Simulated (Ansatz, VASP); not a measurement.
**One calculation of Sn, two programs**

File INCAR:

```
PREC = Accurate
ENCUT = 500
EDIFF = 1E-6
ISMEAR = -4
SIGMA = 0.1
LREAL = False
LASPH = True
NELM = 120
ALGO = Normal
ISIF = 2
LWAVE = False
LCHARG = False
GGA = RP
NBANDS = 13
GGA_COMPAT = False
```

KPOINTS

```
Automatic mesh
0
Gamma
  6 6 6
```

Contents of POSCAR:

```
Sn
1.0
   -1.8946518192      1.8946518192      1.8946518192
    1.8946518192     -1.8946518192      1.8946518192
    1.8946518192      1.8946518192     -1.8946518192
Sn
1
Direct
    0.0000000000      0.0000000000      0.0000000000
```

Input for Ansatz:

```yaml
crystal:
  lattice:
    - [-1.8946518192, 1.8946518192, 1.8946518192]
    - [1.8946518192, -1.8946518192, 1.8946518192]
    - [1.8946518192, 1.8946518192, -1.8946518192]
  atoms:
    - { symbol: Sn, position: [0.0, 0.0, 0.0] }
basis:
  ecutwfc: 420
  ecutrho_ratio: 5
kpoints:
  mp_grid: { grid: [6, 6, 6] }
hamiltonian:
  xc: rpbe
scf:
  occupations: { method: tetrahedron_uncorrected }
  max_iter: 80
  convergence: { dr2_threshold: "1e-7 eV" }
output:
  forces: true
  stress: true
  eigenvalues: true
```

Alike in both runs: task single point; functional RPBE; k mesh 6 × 6 × 6; no spin polarisation.

|  | VASP | Ansatz |
| --- | --- | --- |
| version | VASP 6.6.1 | Ansatz 0.2.0 |
| potentials or method | VASP PAW PBE potentials, release 64 (Sn_d), cutoff 500 eV | scalar-relativistic, plane waves, PAW |
| occupations | tetrahedron | tetrahedron-uncorrected |
| valence electrons in the cell | 14 | 14 |

```csv
,VASP,Ansatz,Ansatz less VASP
gap on the k mesh at the Fermi level (eV),none,none,-
pressure (GPa),6.4,5.8,-0.66
```

VASP's potentials were made for PBE, not for RPBE. A gap of «none» marks a metal or a gap that the smearing closes. Ansatz's warnings: band table not solved further, stress scf threshold loose.

The k mesh is coarse, so the values compare programs but aren't converged.
